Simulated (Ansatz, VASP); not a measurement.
## C in VASP and in Ansatz

```xyz
2
Lattice="0.0000 2.1341 3.3964 1.2328 0.0000 3.3964 1.2328 2.1341 0.0000" Properties=species:S:1:pos:R:3 pbc="T T T"
C     1.2328    0.7115    3.3964
C     1.2328    3.5568    3.3964
```

Alike in both runs: functional PBE; dispersion D3(BJ); k mesh 18 × 18 × 18; occupations gaussian, width 0.02 eV; no spin polarisation.

Ansatz relaxed the structure, and its values are those at the end. VASP's run is a single point on that final structure, the one shown.

```csv
,VASP,Ansatz
version,VASP 6.6.1,Ansatz 0.2.0
potentials or method,"VASP PAW PBE potentials, release 64 (C), cutoff 520 eV","scalar-relativistic, plane waves, PAW"
valence electrons in the cell,8,8
```

|  | VASP | Ansatz | Ansatz less VASP |
| --- | --- | --- | --- |
| gap on the k mesh at the Fermi level (eV) | 0.07 | 0.07 | 0.000 |
| least direct gap on the mesh (eV) | 0.14 | 0.14 | 0.000 |
| pressure (GPa) | 0.4 | 0.0 | -0.43 |
